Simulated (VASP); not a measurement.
Wanted: the native input for a VASP 6.6.1 run.

* Task: single point
* Functional: r2SCAN
* Potentials or basis: VASP PAW PBE potentials, release 64 (Ru_pv)
* Cutoff: 520 eV
* k mesh: 13 × 13 × 8
* Occupations: gaussian, width 0.2 eV
* Spin: no spin polarisation
* Dipole correction: no
* Further INCAR settings: ALGO = Normal; EDIFF = 1e-06; NBANDS = 21

Crystal: Ru.

```
Ru
1.0
     2.70595    0.00000    0.00000
    -1.35297    2.34342    0.00000
     0.00000    0.00000    4.25791
Ru
2
Cartesian
  0.0000 1.5623 1.0645
  1.3530 0.7811 3.1934
```

One way to write it, as run:

POSCAR

```
Ru
1.0
    2.7059477279      0.0000000000      0.0000000000
   -1.3529738639      2.3434194737      0.0000000000
    0.0000000000      0.0000000000      4.2579056513
Ru
2
Direct
    0.3333333333      0.6666666667      0.2500000000
    0.6666666667      0.3333333333      0.7500000000
```

INCAR.step1

```
SYSTEM = Ru
ALGO = Normal
EDIFF = 1E-4
ENCUT = 520
GGA = PE
ISMEAR = 0
LASPH = .True.
LCHARG = .False.
LREAL = .False.
LWAVE = .True.
NBANDS = 21
NELM = 100
PREC = Accurate
SIGMA = 0.2
```

INCAR.step2

```
SYSTEM = Ru
ALGO = Normal
EDIFF = 1E-6
ENCUT = 520
ISIF = 2
ISMEAR = 0
ISTART = 1
LASPH = .True.
LCHARG = .False.
LMIXTAU = .True.
LREAL = .False.
LWAVE = .False.
METAGGA = R2SCAN
NBANDS = 21
NELM = 100
PREC = Accurate
SIGMA = 0.2
```

KPOINTS

```
k-points
0
Gamma
  13 13 8
  0 0 0
```

Potentials or basis: VASP PAW PBE potentials, release 64 (Ru_pv).

Run with:

```console
$ cat potpaw_PBE.64/Ru_pv/POTCAR > POTCAR
$ cp INCAR.step1 INCAR
$ mpirun -np 1 vasp_std > vasp.out
$ cp INCAR.step2 INCAR
$ mpirun -np 1 vasp_std > vasp.out
```

Results of the run:

| Item | Value |
| --- | --- |
| Pressure | 1.4 GPa |
| Band gap on the k mesh | zero (bands 14 and 15 overlap by 3.25 eV) |

Caveat: the PAW data sets were made with another functional, which shifts forces and pressure a little.

It took 2.3 min on 1 thread of Intel(R) Xeon(R) Platinum 8559C (Emerald Rapids), on a shared host, peak memory 0.17 GiB.
